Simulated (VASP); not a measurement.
# Te5W (F-43m) in VASP: further runs

Te5W is run at these levels: PBE; tasks: single point, relaxation of cell and atoms.

Program: VASP 6.6.1. These are calculated values, not measurements. Logs are shortened: lines on timing, memory, paths and dates and some standing lists are left out, and cuts for length are marked.

## 1. The cell of the first run

Symmetry: F-43m, No. 216, cubic system. The conventional cell has a = 8.695 Å, b = 8.695 Å, c = 8.695 Å, α = 90.00°, β = 90.00°, γ = 90.00°. Te (site symmetry 3m) has 9 Te at 3.05 to 3.61 Å and 3 W at 3.60 Å within 4.0 Å. Within 4.7 Å of Te (site symmetry -43m) lie 12 Te at 3.61 Å and 4 W at 3.77 Å. W (site symmetry -43m) has 16 Te at 3.60 to 3.77 Å within 4.7 Å.

## 2. Single point, PBE

Input file INCAR:

```
ALGO = Normal ; EDIFF = 1E-6
ENCUT = 500 ; GGA = PE
GGA_COMPAT = False ; ISIF = 2
ISMEAR = 0 ; LASPH = True
LCHARG = False ; LREAL = False
LWAVE = False ; NBANDS = 31
NELM = 120 ; PREC = Accurate
SIGMA = 0.1
```

Input file KPOINTS:

```
k-points
0
Gamma
  8 8 8
```

Input file POSCAR:

```
Te5W
1.0
    0.0000000000      4.3477054433      4.3477054433
    4.3477054433      0.0000000000      4.3477054433
    4.3477054433      4.3477054433      0.0000000000
Te W
5 1
Direct
    0.6259948256      0.6259948256      0.6259948256
    0.1220155232      0.6259948256      0.6259948256
    0.6259948256      0.6259948256      0.1220155232
    0.6259948256      0.1220155232      0.6259948256
    0.2500000000      0.2500000000      0.2500000000
    0.0000000000      0.0000000000      0.0000000000
```

Potentials or basis: VASP PAW PBE potentials, release 64 (Te, W_sv).

On the command line:

```sh
$ cat potpaw_PBE.64/Te/POTCAR potpaw_PBE.64/W_sv/POTCAR > POTCAR
$ mpirun -np 1 vasp_std > vasp.out
```

OUTCAR:

```text
EDIFF = 1E-6
   ENCUT = 500
   GGA = PE
   ISIF = 2
   ISMEAR = 0
   LASPH = True
   LREAL = False
   NELM = 120
   PREC = Accurate

 ion  position               nearest neighbor table
   1  0.626  0.626  0.626-   2 3.05   3 3.05   4 3.05   3 3.10   4 3.10   2 3.10   5 3.61   5 3.61
                             5 3.61
   2  0.122  0.626  0.626-   1 3.05   3 3.05   4 3.05   1 3.10   3 3.10   4 3.10   5 3.61   5 3.61
                             5 3.61
   3  0.626  0.626  0.122-   1 3.05   2 3.05   4 3.05   1 3.10   4 3.10   2 3.10   5 3.61   5 3.61
                             5 3.61
   4  0.626  0.122  0.626-   1 3.05   2 3.05   3 3.05   3 3.10   1 3.10   2 3.10   5 3.61   5 3.61
                             5 3.61
   5  0.250  0.250  0.250-   2 3.61   4 3.61   2 3.61   3 3.61   3 3.61   4 3.61   1 3.61   1 3.61
                             1 3.61   3 3.61   4 3.61   2 3.61
   6  0.000  0.000  0.000-

  LATTYP: Found a face centered cubic cell.
 ALAT       =     8.6954108866

  Lattice vectors:

 A1 = (   0.0000000000,   4.3477054433,   4.3477054433)
 A2 = (   4.3477054433,   0.0000000000,   4.3477054433)
 A3 = (   4.3477054433,   4.3477054433,   0.0000000000)

Analysis of symmetry for initial positions (statically):
[... 5 lines left out ...]
 face centered cubic supercell.

 Subroutine GETGRP returns: Found 24 space group operations
 (whereof 24 operations were pure point group operations)
 out of a pool of 48 trial point group operations.

The static configuration has the point symmetry T_d .

Analysis of symmetry for dynamics (positions and initial velocities):
[... 5 lines left out ...]
 face centered cubic supercell.

 Subroutine GETGRP returns: Found 24 space group operations
 (whereof 24 operations were pure point group operations)
 out of a pool of 48 trial point group operations.

The dynamic configuration has the point symmetry T_d .

 Subroutine INISYM returns: Found 24 space group operations
 (whereof 24 operations are pure point group operations),
 and found     1 'primitive' translations

----------------------------------------------------------------------------------------

                                     Primitive cell

  volume of cell :     164.3654

  direct lattice vectors                    reciprocal lattice vectors
     0.000000000  4.347705443  4.347705443    -0.115003191  0.115003191  0.115003191
     4.347705443  0.000000000  4.347705443     0.115003191 -0.115003191  0.115003191
     4.347705443  4.347705443  0.000000000     0.115003191  0.115003191 -0.115003191

  length of vectors
     6.148584003  6.148584003  6.148584003     0.199191370  0.199191370  0.199191370

  position of ions in fractional coordinates (direct lattice)
     0.625994826  0.625994826  0.625994826
     0.122015523  0.625994826  0.625994826
     0.625994826  0.625994826  0.122015523
     0.625994826  0.122015523  0.625994826
     0.250000000  0.250000000  0.250000000
     0.000000000  0.000000000  0.000000000

  ion indices of the primitive-cell ions
   primitive index   ion index
                 1           1
                 2           2
                 3           3
                 4           4
                 5           5
                 6           6

----------------------------------------------------------------------------------------

 KPOINTS: k-points

Automatic generation of k-mesh.
 Grid dimensions read from file:
 generate k-points for:    8    8    8

 Generating k-lattice:

  Cartesian coordinates                     Fractional coordinates (reciprocal lattice)
    -0.014375399  0.014375399  0.014375399     0.125000000  0.000000000  0.000000000
     0.014375399 -0.014375399  0.014375399     0.000000000  0.125000000  0.000000000
     0.014375399  0.014375399 -0.014375399     0.000000000  0.000000000  0.125000000

  Length of vectors
     0.024898921  0.024898921  0.024898921

  Shift w.r.t. Gamma in fractional coordinates (k-lattice)
     0.000000000  0.000000000  0.000000000

 Subroutine IBZKPT returns following result:
 ===========================================

 Found     29 irreducible k-points:

 Following reciprocal coordinates:
            Coordinates               Weight
  0.000000  0.000000  0.000000      1.000000
  0.125000  0.000000  0.000000      8.000000
  0.250000  0.000000  0.000000      8.000000
  0.375000  0.000000  0.000000      8.000000
  0.500000  0.000000  0.000000      4.000000
  0.125000  0.125000  0.000000      6.000000
[... 16 lines left out ...]
  0.500000  0.250000  0.125000     48.000000
 -0.375000  0.250000  0.125000     24.000000
 [... further k-points ...]
   k-points           NKPTS =     29   k-points in BZ     NKDIM =     29   number of bands    NBANDS=     31
   number of dos      NEDOS =    301   number of ions     NIONS =      6
   total plane-waves  NPLWV = 110592
   dimension x,y,z NGX =    48 NGY =   48 NGZ =   48
   dimension x,y,z NGXF=    96 NGYF=   96 NGZF=   96
   ions per type =               5   1
   NGX,Y,Z   is equivalent  to a cutoff of  12.98, 12.98, 12.98 a.u.
   NGXF,Y,Z  is equivalent  to a cutoff of  25.96, 25.96, 25.96 a.u.
 SYSTEM =  unknown system
   PREC   = accura    normal or accurate (medium, high low for compatibility)
   ISTART =      0    job   : 0-new  1-cont  2-samecut
   ICHARG =      2    charge: 1-file 2-atom 10-const
   ISPIN  =      1    spin polarized calculation?
   LNONCOLLINEAR =      F non collinear calculations
   LSORBIT =      F    spin-orbit coupling
   LASPH  =      T    aspherical Exc in radial PAW
   ENCUT  =  500.0 eV  36.75 Ry    6.06 a.u.  11.21 11.21 11.21*2*pi/ulx,y,z
   NELM   =    120;   NELMIN=  2; NELMDL= -5     # of ELM steps
   EDIFF  = 0.1E-05   stopping-criterion for ELM
   LREAL  =      F    real-space projection
   EDIFFG = 0.1E-04   stopping-criterion for IOM
   NSW    =      0    number of steps for IOM
   IBRION =     -1    ionic relax: 0-MD 1-quasi-New 2-CG
   NFREE  =      0    steps in history (QN), initial steepest desc. (CG)
   ISIF   =      2    stress and relaxation
   ISYM   =      2    0-nonsym 1-usesym 2-fastsym
   POTIM  = 0.5000    time-step for ionic-motion
   TEBEG  =    0.0;   TEEND  =   0.0 temperature during run
   PSTRESS=    0.0 pullay stress
   NELECT =      44.0000    total number of electrons
   NUPDOWN=      -1.0000    fix difference up-down
   EMIN   =  10.00;   EMAX   =-10.00  energy-range for DOS
   EFERMI =   0.00;   METHOD = LEGACY
   ISMEAR =     0;   SIGMA  =   0.10  broadening in eV -4-tet -1-fermi 0-gaus
   EFERMI_NEDOS =   21; number of points for ismear=-14 and -15
   IALGO  =     38    algorithm
   IMIX   =      4    mixing-type and parameters
     AMIX     =   0.40;   BMIX     =  1.00
     AMIX_MAG =   1.60;   BMIX_MAG =  1.00
  volume/ion in A,a.u.               =      27.39       184.87
  Fermi-wavevector in a.u.,A,eV,Ry     =   1.055089  1.993828 15.146169  1.113212
  Thomas-Fermi vector in A             =   2.190274
   LORBIT       =      0    0 simple, 1 ext, 2 COOP (PROOUT), +10 PAW based schemes
   GGA     = PE    functional components
   LHFCALC =     F    Hartree Fock is set to
   AEXX    =    0.0000 exact exchange contribution
   IVDW    =     0    specifies the selected vdW correction
   LEPSILON=     F    determine dielectric tensor
   LRPA    =     F    only Hartree local field effects (RPA)
 non-spin polarized calculation
 Gauss-broadening in eV      SIGMA  =   0.10
  energy-cutoff  :      500.00
  volume of cell :      164.37
 maximum number of plane-waves:      4279
 NGX is ok and might be reduce to    48
   NGX = 23   NGY = 23   NGZ = 23

 number of electron      44.0000001 magnetization

 Free energy of the ion-electron system (eV)
  ---------------------------------------------------
  ext. energy  EPLUGINS =         0.00000000
  ---------------------------------------------------
  free energy    TOTEN  =       -20.02982766 eV

  energy without entropy =      -19.98124893  energy(sigma->0) =      -20.00553830

 E-fermi :   8.1260     XC(G=0): -10.3070

 val. band max:        8.1224012024   @ k =  -0.3750   0.2500   0.0000
 cond. band min:       8.1522223416   @ k =   0.2500   0.1250   0.0000
 fundamental gap:      0.0298211392
 Fermi energy:         8.1259814825

 k-point     1 :       0.0000    0.0000    0.0000
  band No.  band energies     occupation
      1     -66.6692      2.00000
      2     -30.7827      2.00000
      3     -30.7827      2.00000
      4     -30.7827      2.00000
      5      -6.5976      2.00000
      6      -2.4586      2.00000
[... 23 lines left out ...]
     30      10.4965      0.00000
     31      13.6696      0.00000

 k-point     2 :       0.1250    0.0000    0.0000
  band No.  band energies     occupation
      1     -66.6692      2.00000
      2     -30.7827      2.00000
      3     -30.7827      2.00000
      4     -30.7827      2.00000
      5      -6.5261      2.00000
      6      -2.8621      2.00000
[... 23 lines left out ...]
     30      10.5176      0.00000
     31      13.0388      0.00000

 k-point     3 :       0.2500    0.0000    0.0000
  band No.  band energies     occupation
      1     -66.6692      2.00000
      2     -30.7827      2.00000
      3     -30.7827      2.00000
      4     -30.7827      2.00000
      5      -6.3214      2.00000
      6      -3.5619      2.00000
[... 23 lines left out ...]
     30      10.7873      0.00000
     31      11.8698      0.00000

 k-point     4 :       0.3750    0.0000    0.0000
  band No.  band energies     occupation
      1     -66.6692      2.00000
      2     -30.7827      2.00000
      3     -30.7827      2.00000
      4     -30.7827      2.00000
      5      -6.0328      2.00000
      6      -4.2117      2.00000
[... 635 lines left out ...]
     30      10.4406      0.00000
     31      11.9069      0.00000

 k-point    23 :       0.5000    0.2500    0.1250
  band No.  band energies     occupation
      1     -66.6692      2.00000
      2     -30.7827      2.00000
      3     -30.7827      2.00000
      4     -30.7827      2.00000
      5      -5.8494      2.00000
      6      -4.3481      2.00000
[... 23 lines left out ...]
     30      10.5211      0.00000
     31      12.1611      0.00000

 k-point    24 :      -0.3750    0.2500    0.1250
  band No.  band energies     occupation
      1     -66.6692      2.00000
      2     -30.7827      2.00000
      3     -30.7827      2.00000
      4     -30.7827      2.00000
      5      -5.6619      2.00000
      6      -4.6209      2.00000
[... 23 lines left out ...]
     30      10.5289      0.00000
     31      12.4445      0.00000

 [... further k-points ...]
[... 5 lines left out ...]
  --------------------------------------------------------------------------------------
  -------------------------------------------------------------------------------------
  Total       -0.0816777     -0.0816777     -0.0816777     -0.0000000      0.0000000      0.0000000
  in kB       -0.7961658     -0.7961658     -0.7961658     -0.0000000      0.0000000      0.0000000
  external PRESSURE =      -0.7961658 kB  Pullay stress =       0.0000000 kB

 VOLUME and BASIS-vectors are now :
 -----------------------------------------------------------------------------
  energy-cutoff  :      500.00
  volume of cell :      164.37
      direct lattice vectors                 reciprocal lattice vectors
     0.000000000  4.347705443  4.347705443    -0.115003191  0.115003191  0.115003191
     4.347705443  0.000000000  4.347705443     0.115003191 -0.115003191  0.115003191
     4.347705443  4.347705443  0.000000000     0.115003191  0.115003191 -0.115003191

 POSITION                                       TOTAL-FORCE (eV/Angst)
 -----------------------------------------------------------------------------------
      5.44328      5.44328      5.44328        -0.000449     -0.000449     -0.000449
      5.44328      3.25213      3.25213        -0.000449      0.000449      0.000449
      3.25213      3.25213      5.44328         0.000449      0.000449     -0.000449
      3.25213      5.44328      3.25213         0.000449     -0.000449      0.000449
      2.17385      2.17385      2.17385        -0.000000     -0.000000     -0.000000
      0.00000      0.00000      0.00000        -0.000000     -0.000000     -0.000000
 -----------------------------------------------------------------------------------
    total drift:                                0.000000      0.000000      0.000000

  FREE ENERGIE OF THE ION-ELECTRON SYSTEM (eV)
  ---------------------------------------------------
  free  energy   TOTEN  =       -20.0298276612 eV

  energy  without entropy=      -19.9812489310  energy(sigma->0) =      -20.00553830
```

It took 1.7 min on 1 thread of Intel Xeon 6975P-C (Granite Rapids), shared host; peak memory 0.38 GiB.

Results:

```
Free energy            : -20.0298 eV
Pressure               : -0.1 GPa
Band gap on the k mesh : zero (band 22 reaches 8.51 eV, above the bottom of band 23 at 7.93 eV)
```

Caveat: spin-orbit coupling is left out, which moves the levels of the heavy elements.

## 3. Relaxation of cell and atoms, PBE

This run uses another cell than the first one, of 30.67 Å³/atom, 1.120 times its volume.

Input file INCAR:

```
SYSTEM = Te5W
ALGO = Normal
EDIFF = 1E-7
EDIFFG = -0.04
ENCUT = 500
GGA = PE
GGA_COMPAT = .FALSE.
IBRION = 2
ISIF = 3
ISMEAR = 0
LASPH = .TRUE.
LCHARG = .FALSE.
LREAL = .FALSE.
LWAVE = .FALSE.
NELM = 120
NELMIN = 4
NSW = 90
PREC = Accurate
SIGMA = 0.1
```

Input file KPOINTS:

```
k-points
0
G
  4 4 4
  0 0 0
```

Input file POSCAR:

```
Te5W
1.0
    0.0000000000      4.5146413400      4.5146413400
    4.5146413400      0.0000000000      4.5146413400
    4.5146413400      4.5146413400      0.0000000000
Te W
5 1
Direct
    0.3750000000      0.3750000000      0.8750000000
    0.3750000000      0.8750000000      0.3750000000
    0.8750000000      0.3750000000      0.3750000000
    0.3750000000      0.3750000000      0.3750000000
    0.7500000000      0.7500000000      0.7500000000
    0.0000000000      0.0000000000      0.0000000000
```

Potentials or basis: VASP PAW PBE potentials, release 64 (Te, W_sv).

On the command line:

```sh
$ cat potpaw_PBE.64/Te/POTCAR potpaw_PBE.64/W_sv/POTCAR > POTCAR
$ mpirun -np 1 vasp_std > vasp.out
```

Wall time 2.1 min (1 thread of Intel Xeon 6975P-C (Granite Rapids), shared host); peak memory 0.34 GiB.

The run converged. Its results:

```
Free energy                            : -19.8626 eV
Relaxed volume                         : 27.54 Å³/atom
Relaxed cell                           : a = 6.160 Å, b = 6.160 Å, c = 6.160 Å, α = 60.00°, β = 60.00°, γ = 60.00°
Space group after relaxing (to 0.05 Å) : F-43m (No. 216)
Energy gained by relaxing              : 54.7 meV/atom
Ionic steps                            : 4
Pressure after relaxing                : 0.0 GPa
Band gap on the k mesh                 : zero (band 22 reaches 8.25 eV, above the bottom of band 23 at 7.96 eV)
```

The path:
```csv
step,energy change (eV),largest force (eV/Å),pressure (GPa),volume (Å³)
1,0.0000,0.2264,-4.93,184.03
2,-0.2939,0.0741,2.08,160.04
3,-0.3260,0.1311,0.04,165.18
4,-0.3280,0.0344,0.04,165.24
```

Final structure:
```
CELL_PARAMETERS angstrom
0.00000 4.35544 4.35544
4.35544 0.00000 4.35544
4.35544 4.35544 0.00000
ATOMIC_POSITIONS crystal
Te 0.37406 0.37406 0.87782
Te 0.37406 0.87782 0.37406
Te 0.87782 0.37406 0.37406
Te 0.37406 0.37406 0.37406
Te 0.75000 0.75000 0.75000
W 0.00000 0.00000 0.00000
```

Levels at points of the mesh, in eV from the Fermi level:
```tsv
k point	band 20	band 21	band 22	band 23	band 24	band 25
(0.00, 0.00, 0.00)	0.22	0.22	0.22	0.57	0.57	1.62
(0.50, 0.00, 0.00)	-0.45	-0.45	-0.26	0.36	0.41	0.41
(0.50, 0.50, 0.00)	-1.22	-0.95	-0.95	0.08	0.29	0.95
```

Caveat: spin-orbit coupling is left out, which moves the levels of the heavy elements.

## 4. Relaxation of cell and atoms, PBE

This run uses another cell than the first one, of 27.61 Å³/atom, 1.008 times its volume.

Input file INCAR:

```
ALGO = Normal
EDIFF = 1E-7
EDIFFG = -0.01
ENCUT = 500
GGA = PE
GGA_COMPAT = F
IBRION = 2
ISIF = 3
ISMEAR = 0
LASPH = T
LCHARG = F
LREAL = F
LWAVE = F
NELM = 120
NELMIN = 4
NSW = 100
PREC = Accurate
SIGMA = 0.1
```

Input file KPOINTS:

```
k-points
0
Gamma
  8 8 8
```

Input file POSCAR:

```
Te5W
1.0
    0.0000000000      4.3589006180      4.3589006180
    4.3589006180      0.0000000000      4.3589006180
    4.3589006180      4.3589006180      0.0000000000
Te W
5 1
Direct
    0.6260638431      0.6260638431      0.6260638431
    0.1218084706      0.6260638431      0.6260638431
    0.6260638431      0.6260638431      0.1218084706
    0.6260638431      0.1218084706      0.6260638431
    0.2500000000      0.2500000000      0.2500000000
    0.0000000000      0.0000000000      0.0000000000
```

On the command line:

```sh
$ cat potpaw_PBE.64/Te/POTCAR potpaw_PBE.64/W_sv/POTCAR > POTCAR
$ mpirun -np 1 vasp_std > vasp.out
```

Wall time 5.8 min (1 thread of Intel Xeon 6975P-C (Granite Rapids), shared host); peak memory 0.39 GiB.

The run converged. Its results:

| Property | Result |
| --- | --- |
| Free energy | -20.0300 eV |
| Relaxed volume | 27.37 Å³/atom |
| Relaxed cell | a = 6.146 Å, b = 6.146 Å, c = 6.146 Å, α = 60.00°, β = 60.00°, γ = 60.00° |
| Space group after relaxing (to 0.05 Å) | F-43m (No. 216) |
| Energy gained by relaxing | 0.4 meV/atom |
| Ionic steps | 5 |
| Pressure after relaxing | 0.0 GPa |
| Largest force after relaxing | 0.004 eV/Å |
| Band gap on the k mesh | zero (band 22 reaches 8.53 eV, above the bottom of band 23 at 7.95 eV) |

Forces in eV/Å, atoms in the order of the input:
```
Te  -0.002 -0.002 -0.002
Te  -0.002  0.002  0.002
Te   0.002  0.002 -0.002
Te   0.002 -0.002  0.002
Te   0.000  0.000  0.000
W    0.000  0.000  0.000
```

Step by step:
| step | energy change (eV) | largest force (eV/Å) | pressure (GPa) | volume (Å³) |
| --- | --- | --- | --- | --- |
| 1 | 0.0000 | 0.0099 | -0.52 | 165.64 |
| 2 | -0.0019 | 0.0143 | 0.25 | 163.49 |
| 3 | -0.0024 | 0.0130 | 0.01 | 164.17 |
| 4 | -0.0024 | 0.0129 | -0.01 | 164.19 |
| 5 | -0.0025 | 0.0038 | -0.01 | 164.19 |

Final structure:
```
Te W
1.0
     0.00000    4.34618    4.34618
     4.34618    0.00000    4.34618
     4.34618    4.34618    0.00000
Te W
5 1
Direct
  0.62600 0.62600 0.62600
  0.12199 0.62600 0.62600
  0.62600 0.62600 0.12199
  0.62600 0.12199 0.62600
  0.25000 0.25000 0.25000
  0.00000 0.00000 0.00000
```

Levels at points of the mesh, in eV from the Fermi level:
| k point | band 18 | band 19 | band 20 | band 21 | band 22 | band 23 | band 24 | band 25 | band 26 |
| --- | --- | --- | --- | --- | --- | --- | --- | --- | --- |
| (0.00, 0.00, 0.00) | -2.01 | -1.33 | 0.18 | 0.18 | 0.18 | 0.53 | 0.53 | 1.61 | 1.61 |
| (0.50, 0.00, 0.00) | -2.41 | -1.15 | -0.49 | -0.49 | -0.31 | 0.33 | 0.37 | 0.37 | 0.50 |
| (0.50, 0.50, 0.00) | -2.21 | -2.11 | -1.27 | -1.00 | -1.00 | 0.04 | 0.25 | 0.91 | 0.91 |

Caveat: spin-orbit coupling is left out, which moves the levels of the heavy elements.

## 5. The runs side by side

| task | cell | k mesh | gap on the mesh (eV) | pressure (GPa) | relaxed volume (Å³/atom) |
| --- | --- | --- | --- | --- | --- |
| single point | a = 6.149 Å, angles 60.0°, 6 atoms | 8 × 8 × 8 | none | -0.1 | - |
| relaxation of cell and atoms | relaxed from a = 6.385 Å, angles 60.0°, 6 atoms | 4 × 4 × 4 | none | 0.0 | 27.54 |
| relaxation of cell and atoms | relaxed from a = 6.164 Å, angles 60.0°, 6 atoms | 8 × 8 × 8 | none | 0.0 | 27.37 |

Alike in all rows: level PBE; potentials or basis VASP PAW PBE potentials, release 64 (Te, W_sv); no spin polarisation; cutoff (eV) 500; smearing gaussian 0.1 eV.

Caveats: spin-orbit coupling is left out, which moves the levels of the heavy elements.

Total energies depend on the potentials used, so only differences within one code and one set of settings carry meaning.
